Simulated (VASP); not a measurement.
# Ta2N (P-1) in VASP: notebook

Ta2N is run at these levels: LDA; tasks: single point.

All numbers are computed with VASP 6.6.1; they aren't measurements. Logs are shortened: lines on timing, memory, paths and dates and some standing lists are left out, and cuts for length are marked.

## 1. The cell of the first run

The typed cell holds 3 atoms: a = 3.065 Å, b = 3.186 Å, c = 5.122 Å, α = 90.00°, β = 90.00°, γ = 123.96°.

## 2. Single point, LDA (engineering shear strain xy -0.0933, normal strain along z +0.0700)

Contents of INCAR:

```
  PREC = Accurate
  ENCUT = 700
  EDIFF = 1E-6
  ISMEAR = 0
  SIGMA = 0.15
  LREAL = False
  LASPH = True
  NELM = 120
  ALGO = Normal
  ISIF = 2
  LWAVE = False
  LCHARG = False
  GGA = CA
  NBANDS = 22
  GGA_COMPAT = False
```

Contents of KPOINTS:

```
Automatic mesh
0
Gamma
  15 15 8
```

Contents of POSCAR:

```
Ta2N
1.0
    3.0618406011     -0.1428348640      0.0000000000
   -1.6546189214      2.7230491749      0.0000000000
    0.0000000000      0.0000000000      5.1222640622
Ta N
2 1
Direct
    0.6666666667      0.3333333333      0.7466885012
    0.3333333333      0.6666666667      0.2533114988
    0.0000000000      0.0000000000      0.0000000000
```

Potentials or basis: VASP PAW LDA potentials, release 64 (Ta_sv_GW, N).

Run with:

```sh
$ cat potpaw_LDA.64/Ta_sv_GW/POTCAR potpaw_LDA.64/N/POTCAR > POTCAR
$ mpirun -np 1 vasp_std > vasp.out
```

OUTCAR:

```text
PREC = Accurate
   ENCUT = 700
   EDIFF = 1E-6
   ISMEAR = 0
   LREAL = False
   LASPH = True
   NELM = 120
   ISIF = 2
   GGA = CA

 ion  position               nearest neighbor table
   1  0.667  0.333  0.747-   3 2.14   3 2.19   3 2.25   2 3.04   2 3.09   2 3.10   2 3.13   2 3.14
                             2 3.18
   2  0.333  0.667  0.253-   3 2.14   3 2.19   3 2.25   1 3.04   1 3.09   1 3.10   1 3.13   1 3.14
                             1 3.18
   3  0.000  0.000  0.000-   1 2.14   2 2.14   1 2.19   2 2.19   1 2.25   2 2.25

  LATTYP: Found a simple monoclinic cell.
 ALAT       =     2.9390098241
 B/A-ratio  =     1.7428536714
 C/A-ratio  =     1.0429262225
 COS(beta)  =    -0.4373774840

  Lattice vectors:

 A1 = (   1.4072216797,   2.5802143109,   0.0000000000)
 A2 = (   0.0000000000,   0.0000000000,  -5.1222640622)
 A3 = (  -3.0618406011,   0.1428348640,   0.0000000000)

Analysis of symmetry for initial positions (statically):
=====================================================================
 Subroutine PRICEL returns:
 Original cell was already a primitive cell.

 Routine SETGRP: Setting up the symmetry group for a
 simple monoclinic supercell.

 Subroutine GETGRP returns: Found  2 space group operations
 (whereof  2 operations were pure point group operations)
 out of a pool of  4 trial point group operations.

The static configuration has the point symmetry S_2 .

Analysis of symmetry for dynamics (positions and initial velocities):
=====================================================================
 Subroutine PRICEL returns:
 Original cell was already a primitive cell.

 Routine SETGRP: Setting up the symmetry group for a
 simple monoclinic supercell.

 Subroutine GETGRP returns: Found  2 space group operations
 (whereof  2 operations were pure point group operations)
 out of a pool of  4 trial point group operations.

The dynamic configuration has the point symmetry S_2 .

 Subroutine INISYM returns: Found  2 space group operations
 (whereof  2 operations are pure point group operations),
 and found     1 'primitive' translations

----------------------------------------------------------------------------------------

                                     Primitive cell

  volume of cell :      41.4965

  direct lattice vectors                    reciprocal lattice vectors
     3.061840601 -0.142834864  0.000000000     0.336128896  0.204243550  0.000000000
    -1.654618921  2.723049175  0.000000000     0.017631310  0.377948775  0.000000000
     0.000000000  0.000000000  5.122264062     0.000000000  0.000000000  0.195226171

  length of vectors
     3.065170414  3.186339684  5.122264062     0.393316745  0.378359802  0.195226171

  position of ions in fractional coordinates (direct lattice)
     0.666666667  0.333333333  0.746688501
     0.333333333  0.666666667  0.253311499
     0.000000000  0.000000000  0.000000000

  ion indices of the primitive-cell ions
   primitive index   ion index
                 1           1
                 2           2
                 3           3

----------------------------------------------------------------------------------------

 KPOINTS: Automatic mesh

Automatic generation of k-mesh.
 Grid dimensions read from file:
 generate k-points for:   15   15    8

 Generating k-lattice:

  Cartesian coordinates                     Fractional coordinates (reciprocal lattice)
     0.022408593  0.013616237  0.000000000     0.066666667  0.000000000  0.000000000
     0.001175421  0.025196585  0.000000000    -0.000000000  0.066666667  0.000000000
     0.000000000  0.000000000  0.024403271     0.000000000  0.000000000  0.125000000

  Length of vectors
     0.026221116  0.025223987  0.024403271

  Shift w.r.t. Gamma in fractional coordinates (k-lattice)
     0.000000000  0.000000000  0.000000000

 Subroutine IBZKPT returns following result:
 ===========================================

 Found    901 irreducible k-points:

 Following reciprocal coordinates:
            Coordinates               Weight
  0.000000  0.000000  0.000000      1.000000
  0.066667 -0.000000  0.000000      2.000000
  0.133333 -0.000000  0.000000      2.000000
  0.200000  0.000000  0.000000      2.000000
  0.266667 -0.000000  0.000000      2.000000
  0.333333 -0.000000  0.000000      2.000000
[... 16 lines left out ...]
 -0.066667  0.066667  0.000000      2.000000
  0.000000  0.133333  0.000000      2.000000
 [... further k-points ...]
   k-points           NKPTS =    901   k-points in BZ     NKDIM =    901   number of bands    NBANDS=     22
   number of dos      NEDOS =    301   number of ions     NIONS =      3
   total plane-waves  NPLWV =  37632
   dimension x,y,z NGX =    28 NGY =   28 NGZ =   48
   dimension x,y,z NGXF=    56 NGYF=   56 NGZF=   96
   ions per type =               2   1
   NGX,Y,Z   is equivalent  to a cutoff of  15.19, 14.61, 15.58 a.u.
   NGXF,Y,Z  is equivalent  to a cutoff of  30.37, 29.22, 31.16 a.u.
 SYSTEM =  unknown system
   PREC   = accura    normal or accurate (medium, high low for compatibility)
   ISTART =      0    job   : 0-new  1-cont  2-samecut
   ICHARG =      2    charge: 1-file 2-atom 10-const
   ISPIN  =      1    spin polarized calculation?
   LNONCOLLINEAR =      F non collinear calculations
   LSORBIT =      F    spin-orbit coupling
   LASPH  =      T    aspherical Exc in radial PAW
   ENCUT  =  700.0 eV  51.45 Ry    7.17 a.u.   6.61  6.87 11.05*2*pi/ulx,y,z
   NELM   =    120;   NELMIN=  2; NELMDL= -5     # of ELM steps
   EDIFF  = 0.1E-05   stopping-criterion for ELM
   LREAL  =      F    real-space projection
   EDIFFG = 0.1E-04   stopping-criterion for IOM
   NSW    =      0    number of steps for IOM
   IBRION =     -1    ionic relax: 0-MD 1-quasi-New 2-CG
   NFREE  =      0    steps in history (QN), initial steepest desc. (CG)
   ISIF   =      2    stress and relaxation
   ISYM   =      2    0-nonsym 1-usesym 2-fastsym
   POTIM  = 0.5000    time-step for ionic-motion
   TEBEG  =    0.0;   TEEND  =   0.0 temperature during run
   PSTRESS=    0.0 pullay stress
   NELECT =      31.0000    total number of electrons
   NUPDOWN=      -1.0000    fix difference up-down
   EMIN   =  10.00;   EMAX   =-10.00  energy-range for DOS
   EFERMI =   0.00;   METHOD = LEGACY
   ISMEAR =     0;   SIGMA  =   0.15  broadening in eV -4-tet -1-fermi 0-gaus
   EFERMI_NEDOS =   21; number of points for ismear=-14 and -15
   IALGO  =     38    algorithm
   IMIX   =      4    mixing-type and parameters
     AMIX     =   0.40;   BMIX     =  1.00
     AMIX_MAG =   1.60;   BMIX_MAG =  1.00
  volume/ion in A,a.u.               =      13.83        93.34
  Fermi-wavevector in a.u.,A,eV,Ry     =   1.485451  2.807094 30.022116  2.206563
  Thomas-Fermi vector in A             =   2.598861
   LORBIT       =      0    0 simple, 1 ext, 2 COOP (PROOUT), +10 PAW based schemes
   GGA     = CA    functional components
   LHFCALC =     F    Hartree Fock is set to
   AEXX    =    0.0000 exact exchange contribution
   IVDW    =     0    specifies the selected vdW correction
   LEPSILON=     F    determine dielectric tensor
   LRPA    =     F    only Hartree local field effects (RPA)
 non-spin polarized calculation
 Gauss-broadening in eV      SIGMA  =   0.15
  energy-cutoff  :      700.00
  volume of cell :       41.50
 maximum number of plane-waves:      1770
   NGX = 13   NGY = 13   NGZ = 23

 number of electron      31.0000000 magnetization

 Free energy of the ion-electron system (eV)
  ---------------------------------------------------
  ext. energy  EPLUGINS =         0.00000000
  ---------------------------------------------------
  free energy    TOTEN  =       -42.29781969 eV

  energy without entropy =      -42.28213397  energy(sigma->0) =      -42.28997683

 E-fermi :  11.2748     XC(G=0): -13.3730

 val. band max:       11.2737319589   @ k =   0.1333   0.0667   0.2500
 cond. band min:      11.2755836988   @ k =   0.2667  -0.4000   0.1250
 fundamental gap:      0.0018517399
 Fermi energy:        11.2748073420

 k-point     1 :       0.0000    0.0000    0.0000
  band No.  band energies     occupation
      1     -56.9884      2.00000
      2     -56.9337      2.00000
      3     -24.1356      2.00000
      4     -23.4601      2.00000
      5     -23.3781      2.00000
      6     -23.3325      2.00000
[... 14 lines left out ...]
     21      13.1189      0.00000
     22      16.2748      0.00000

 k-point     2 :       0.0667   -0.0000    0.0000
  band No.  band energies     occupation
      1     -56.9852      2.00000
      2     -56.9317      2.00000
      3     -24.1214      2.00000
      4     -23.4723      2.00000
      5     -23.3896      2.00000
      6     -23.3460      2.00000
[... 14 lines left out ...]
     21      13.1603      0.00000
     22      16.3266      0.00000

 k-point     3 :       0.1333   -0.0000    0.0000
  band No.  band energies     occupation
      1     -56.9763      2.00000
      2     -56.9261      2.00000
      3     -24.0802      2.00000
      4     -23.5079      2.00000
      5     -23.4595      2.00000
      6     -23.3987      2.00000
[... 14 lines left out ...]
     21      14.0214      0.00000
     22      16.1763      0.00000

 k-point     4 :       0.2000    0.0000    0.0000
  band No.  band energies     occupation
      1     -56.9629      2.00000
      2     -56.9181      2.00000
      3     -24.0169      2.00000
      4     -23.6131      2.00000
      5     -23.5476      2.00000
      6     -23.5166      2.00000
[... 14 lines left out ...]
     21      14.9962      0.00000
     22      15.9176      0.00000

 k-point     5 :       0.2667   -0.0000    0.0000
  band No.  band energies     occupation
      1     -56.9469      2.00000
      2     -56.9093      2.00000
      3     -23.9416      2.00000
      4     -23.7776      2.00000
      5     -23.6757      2.00000
      6     -23.5974      2.00000
[... 417 lines left out ...]
 k-point    22 :      -0.1333    0.0667    0.0000
  band No.  band energies     occupation
      1     -56.9810      2.00000
      2     -56.9294      2.00000
      3     -24.0984      2.00000
      4     -23.5266      2.00000
      5     -23.4432      2.00000
      6     -23.3575      2.00000
[... 14 lines left out ...]
     21      13.6976      0.00000
     22      16.0157      0.00000

 k-point    23 :      -0.0667    0.0667    0.0000
  band No.  band energies     occupation
      1     -56.9864      2.00000
      2     -56.9326      2.00000
      3     -24.1245      2.00000
      4     -23.4863      2.00000
      5     -23.4029      2.00000
      6     -23.3361      2.00000
[... 14 lines left out ...]
     21      13.3578      0.00000
     22      16.0847      0.00000

 k-point    24 :       0.0000    0.1333    0.0000
  band No.  band energies     occupation
      1     -56.9779      2.00000
      2     -56.9274      2.00000
      3     -24.0856      2.00000
      4     -23.5166      2.00000
      5     -23.4548      2.00000
      6     -23.3925      2.00000
[... 14 lines left out ...]
     21      13.9784      0.00000
     22      15.9870      0.00000

 [... further k-points ...]

------------------------ aborting loop because EDIFF is reached ----------------------------------------

  FORCE on cell =-STRESS in cart. coord.  units (eV):
  Direction    XX          YY          ZZ          XY          YZ          ZX
  --------------------------------------------------------------------------------------
  -------------------------------------------------------------------------------------
  Total       -2.9872432     -3.0004037     -6.1324902      3.1775248     -0.0564291     -1.1869810
  in kB     -115.3372428   -115.8453679   -236.7750008    122.6840022     -2.1787248    -45.8292483
  external PRESSURE =    -155.9858705 kB  Pullay stress =       0.0000000 kB

 VOLUME and BASIS-vectors are now :
 -----------------------------------------------------------------------------
  energy-cutoff  :      700.00
  volume of cell :       41.50
      direct lattice vectors                 reciprocal lattice vectors
     3.061840601 -0.142834864  0.000000000     0.336128896  0.204243550  0.000000000
    -1.654618921  2.723049175  0.000000000     0.017631310  0.377948775  0.000000000
     0.000000000  0.000000000  5.122264062     0.000000000  0.000000000  0.195226171

 POSITION                                       TOTAL-FORCE (eV/Angst)
 -----------------------------------------------------------------------------------
      1.48969      0.81246      3.82474         0.156343     -0.016629     -0.206658
     -0.08247      1.76775      1.29753        -0.156343      0.016629      0.206658
      0.00000      0.00000      0.00000         0.000000      0.000000      0.000000
 -----------------------------------------------------------------------------------
    total drift:                               -0.000000      0.000000      0.000000

  FREE ENERGIE OF THE ION-ELECTRON SYSTEM (eV)
  ---------------------------------------------------
  free  energy   TOTEN  =       -42.2978196866 eV

  energy  without entropy=      -42.2821339717  energy(sigma->0) =      -42.28997683
```

Wall time 9.2 min (1 thread of Intel Xeon 6975P-C (Granite Rapids), shared host); peak memory 1.2 GiB.

Results:

* Free energy: -42.2978 eV
* Pressure: -15.6 GPa
* Largest force: 0.260 eV/Å
* Band gap on the k mesh: zero (an odd number of electrons rules out a gap without spin polarisation)

Forces on the atoms (eV/Å):
```
Ta   0.156 -0.017 -0.207
Ta  -0.156  0.017  0.207
N    0.000  0.000  0.000
```

Stress tensor (GPa, compression positive):
```
-11.53  12.27  -4.58
 12.27 -11.58  -0.22
 -4.58  -0.22 -23.68
```

Caveat: the cell differs from its parent crystal (engineering shear strain xy -0.0933, normal strain along z +0.0700); the stress differs along the axes, from -24 to -12 GPa; spin-orbit coupling is left out, which moves the levels of the heavy elements.

## 3. Single point, LDA (engineering shear strain xy -0.1400, normal strain along z +0.0700)

Contents of INCAR:

```
PREC     = Accurate       # precision mode
ENCUT    = 700            # plane-wave cutoff, eV
EDIFF    = 1E-6           # SCF threshold, eV
ISMEAR   = 0              # smearing method
SIGMA    = 0.15           # smearing width, eV
LREAL    = False          # projectors in reciprocal space
LASPH    = True           # aspherical terms in the spheres
NELM     = 120            # most SCF steps
ALGO     = Normal         # electronic algorithm
ISIF     = 2              # what is computed and relaxed
LWAVE    = False          # write WAVECAR
LCHARG   = False          # write CHGCAR
GGA      = CA             # functional
NBANDS   = 22             # bands
GGA_COMPAT= False
```

Contents of KPOINTS:

```
regular mesh
0
Gamma
  15 15 8
```

Contents of POSCAR:

```
Ta2N
1.0
    3.0618406011     -0.2143288420      0.0000000000
   -1.7165345226      2.7587961639      0.0000000000
    0.0000000000      0.0000000000      5.1222640622
Ta N
2 1
Direct
    0.6666666667      0.3333333333      0.7466885012
    0.3333333333      0.6666666667      0.2533114988
    0.0000000000      0.0000000000      0.0000000000
```

Potentials or basis: VASP PAW LDA potentials, release 64 (Ta_sv_GW, N).

Run with:

```sh
$ cat potpaw_LDA.64/Ta_sv_GW/POTCAR potpaw_LDA.64/N/POTCAR > POTCAR
$ mpirun -np 1 vasp_std > vasp.out
```

Run time: 9.6 min. Hardware: 1 thread of Intel Xeon 6975P-C (Granite Rapids), shared host; peak memory 1.2 GiB.

Results (log left out):

```yaml
Free_energy: -42.1164 eV
Pressure: -13.2 GPa
Largest_force: 0.450 eV/Å
Band_gap_on_the_k_mesh: zero (an odd number of electrons rules out a gap without spin polarisation)
```

Forces on the atoms (eV/Å):
```
Ta   0.228 -0.037 -0.387
Ta  -0.228  0.037  0.387
N    0.000  0.000  0.000
```

Stress tensor (GPa, compression positive):
```
 -8.75  18.88  -7.05
 18.88  -8.87  -0.35
 -7.05  -0.35 -22.06
```

Levels at points of the mesh, in eV from the Fermi level:
| k point | band 12 | band 13 | band 14 | band 15 | band 16 | band 17 | band 18 | band 19 |
| --- | --- | --- | --- | --- | --- | --- | --- | --- |
| (0.00, 0.00, 0.00) | -4.94 | -4.86 | -1.38 | -1.12 | 0.04 | 0.38 | 0.76 | 1.14 |
| (0.00, 0.00, 0.50) | -5.09 | -3.14 | -2.69 | -1.89 | 0.44 | 0.90 | 1.15 | 2.06 |

Caveat: the cell differs from its parent crystal (engineering shear strain xy -0.1400, normal strain along z +0.0700); the stress differs along the axes, from -22 to -9 GPa; spin-orbit coupling is left out, which moves the levels of the heavy elements.
